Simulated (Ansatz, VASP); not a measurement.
**FeSi in VASP and in Ansatz**

```
CELL_PARAMETERS angstrom
0.00000 3.11230 3.11230
3.11230 0.00000 3.11230
3.11230 3.11230 0.00000
ATOMIC_POSITIONS crystal
Fe 0.75000 0.75000 0.75000
Fe 0.50000 0.50000 0.50000
Si 0.25000 0.25000 0.25000
Si 0.00000 0.00000 0.00000
```

Alike in both runs: task single point; functional PBE; k mesh 6 × 6 × 6; occupations gaussian, width 0.1 eV; collinear spin.

```csv
,VASP,Ansatz
version,VASP 6.6.1,Ansatz 0.2.0
potentials or method,"VASP PAW PBE potentials, release 64 (Fe, Si), cutoff 520 eV","scalar-relativistic, plane waves, PAW"
valence electrons in the cell,24,40
```

VASP gave:

* gap on the k mesh at the Fermi level (eV): none
* pressure (GPa): -19.7
* net moment per atom (μB): 1.14
* size of the moment on the site where the two differ most (μB): 0.04

**Question.** Estimate Ansatz's values.

**Answer.** gap on the k mesh at the Fermi level (eV): none; pressure (GPa): -19.7; net moment per atom (μB): 1.14; size of the moment on the site where the two differ most (μB): 0.08.

Site moments also hang on the region over which each program counts them. A gap of «none» marks a metal or a gap that the smearing closes. With one functional, cell and mesh, what is left measures potentials, basis and numerics. VASP's potentials hold 24 valence electrons a cell and Ansatz's 40, so a difference there can come from the potentials and not from the codes.
